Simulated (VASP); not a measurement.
A run of VASP 6.6.1 is set up as follows.

Contents of INCAR:

```
SYSTEM = MgIn2N2
PREC     = Accurate       ! precision mode
ENCUT    = 520            ! plane-wave cutoff, eV
EDIFF    = 1E-6           ! SCF threshold, eV
ISMEAR   = 0              ! smearing method
SIGMA    = 0.01           ! smearing width, eV
LREAL    = .FALSE.        ! projectors in reciprocal space
LASPH    = .TRUE.         ! aspherical terms in the spheres
NELM     = 80             ! most SCF steps
ALGO     = Normal         ! electronic algorithm
ISIF     = 2              ! what is computed and relaxed
LWAVE    = .FALSE.        ! write WAVECAR
LCHARG   = .FALSE.        ! write CHGCAR
NBANDS   = 27             ! bands
```

The input KPOINTS:

```
Automatic mesh
0
G
  6 6 6
  0 0 0
```

POSCAR

```
MgIn2N2
1.0
    1.6305739878      0.9414119431      7.5741706927
   -1.6305739878      0.9414119431      7.5741706927
    0.0000000000     -1.8828248616      7.5741706926
Mg In N
1 2 2
Direct
    0.0000000000      0.0000000000      0.0000000000
    0.4396585195      0.4396585195      0.4396585193
    0.5603414805      0.5603414805      0.5603414807
    0.2768541483      0.2768541483      0.2768541485
    0.7231458517      0.7231458517      0.7231458515
```

Potentials or basis: VASP PAW LDA potentials, release 64 (Mg, In_d, N).

The run is started by

```console
$ cat potpaw_LDA.64/Mg/POTCAR potpaw_LDA.64/In_d/POTCAR potpaw_LDA.64/N/POTCAR > POTCAR
$ mpirun -np 1 vasp_std > vasp.out
```

(1) Estimate the band gap on the k mesh.

(2) Predict the pressure.

(3) What does it give for the largest force?

Answers

(1) 0.49 eV, direct.

(2) -0.1 GPa.

(3) 0.082 eV/Å.

Caveat: spin-orbit coupling is left out, which moves the levels of the heavy elements.
